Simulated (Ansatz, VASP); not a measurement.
**Os: VASP beside Ansatz**

File POSCAR:

```
Os
1.0
    2.7341000000      0.0000000000      0.0000000000
   -1.3670500000      2.3678000565      0.0000000000
    0.0000000000      0.0000000000      4.3197000000
Os
2
Direct
    0.6666666667      0.3333333333      0.7500000000
    0.3333333333      0.6666666667      0.2500000000
```

INCAR.step1

```
SYSTEM = Os
PREC = Accurate
ENCUT = 520
EDIFF = 1E-5
ISMEAR = -1
SIGMA = 0.05
LREAL = .FALSE.
LASPH = .TRUE.
NELM = 100
ALGO = Normal
ISIF = 2
LWAVE = .TRUE.
LCHARG = .FALSE.
GGA = PE
NBANDS = 15
```

INCAR.step2

```
SYSTEM = Os
PREC = Accurate
ENCUT = 520
EDIFF = 1E-7
ISMEAR = -1
SIGMA = 0.05
LREAL = .FALSE.
LASPH = .TRUE.
NELM = 100
ALGO = Normal
ISIF = 2
LWAVE = .FALSE.
LCHARG = .FALSE.
GGA = PE
LHFCALC = .TRUE.
HFSCREEN = 0.2079
PRECFOCK = Normal
ISTART = 1
NBANDS = 15
```

KPOINTS

```
Automatic mesh
0
G
  6 6 4
  0 0 0
```

Contents of input.yaml:

```yaml
crystal:
  lattice:
    - [2.7341, 0.0, 0.0]
    - [-1.36705, 2.3678000565, 0.0]
    - [0.0, 0.0, 4.3197]
  atoms:
    - { symbol: Os, position: [0.6666666667, 0.3333333333, 0.75] }
    - { symbol: Os, position: [0.3333333333, 0.6666666667, 0.25] }
hamiltonian:
  xc: hse06
  pseudopotentials: { kind: paw }
kpoints:
  mp_grid: { grid: [6, 6, 4] }
  band_path:
    path:
      - [[0.0, 0.0, 0.0], [0.5, 0.0, 0.0], [0.3333333333, 0.3333333333, 0.0], [0.0, 0.0, 0.0], [0.0, 0.0, 0.5], [0.5, 0.0, 0.5], [0.3333333333, 0.3333333333, 0.5], [0.0, 0.0, 0.5]]
      - [[0.5, 0.0, 0.5], [0.5, 0.0, 0.0]]
      - [[0.3333333333, 0.3333333333, 0.0], [0.3333333333, 0.3333333333, 0.5]]
    npoints: 4
scf:
  occupations: { method: fermi_dirac, width: 0.05 }
  n_extra_bands: 6
output:
  forces: true
  stress: true
  eigenvalues: true
  fatbands: false
  write_density: true
  write_potential: true
  elf: true
  volumetric_format: npy
```

Alike in both runs: functional HSE06; k mesh 6 × 6 × 4; occupations fermi-dirac, width 0.05 eV; no spin polarisation.

|  | VASP | Ansatz |
| --- | --- | --- |
| version | VASP 6.6.1 | Ansatz 0.2.0 |
| potentials or method | VASP PAW PBE potentials, release 64 (Os) | Ansatz PAW |
| plane-wave cutoff (eV) | 520 | 420 |
| valence electrons in the cell | 16 | 32 |
| task | single point | band structure |

```csv
,VASP,Ansatz,Ansatz less VASP
gap on the k mesh at the Fermi level (eV),none,none,-
pressure (GPa),-4.0,-5.1,-1.10
"traceless stress, the component that is largest in VASP (GPa)",-5.61,-5.78,-0.172
```

A gap of «none» marks a metal or a gap that the smearing closes. VASP's potentials hold 16 valence electrons a cell and Ansatz's 32, so a difference there can come from the potentials and not from the codes.

The k mesh is coarse, so the values compare programs but aren't converged. Spin-orbit coupling is off throughout.
